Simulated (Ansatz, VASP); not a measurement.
## B2C3 in VASP and in Ansatz

```xyz
5
Lattice="3.5804 0.0000 0.0000 -1.7902 3.1007 0.0000 0.0000 0.0000 4.3427" Properties=species:S:1:pos:R:3 pbc="T T T"
B     1.7902    1.0336    3.7241
B     0.0000    2.0671    0.6186
C     1.7902    1.0336    1.5636
C     0.0000    2.0671    2.7792
C     0.0000    0.0000    0.0000
```

Change from the starting cell: species swapped into the Ga3Ni2 type (P-3m1, No. 164).

Alike in both runs: task single point; functional PBE; k mesh 6 × 6 × 4; occupations gaussian, width 0.1 eV; collinear spin.

```csv
,VASP,Ansatz
version,VASP 6.6.1,Ansatz 0.2.0
potentials or method,"VASP PAW PBE potentials, release 64 (B, C), cutoff 520 eV","scalar-relativistic, plane waves, PAW"
valence electrons in the cell,18,18
```

|  | VASP | Ansatz | Ansatz less VASP |
| --- | --- | --- | --- |
| gap on the k mesh at the Fermi level (eV) | none | none | - |
| rms of the force components (eV/Å) | 0.355 | 0.355 | -0.0003 |
| net moment per atom (μB) | 0.00 | 0.00 | 0.000 |

Atom by atom the forces differ by 0.000 eV/Å (rms over components). A gap of «none» marks a metal or a gap that the smearing closes. The functional is the same, so the differences come from potentials, cutoffs and numerics. Ansatz's warnings: seeded moment not kept.

The k mesh is coarse, so the values compare programs but aren't converged.
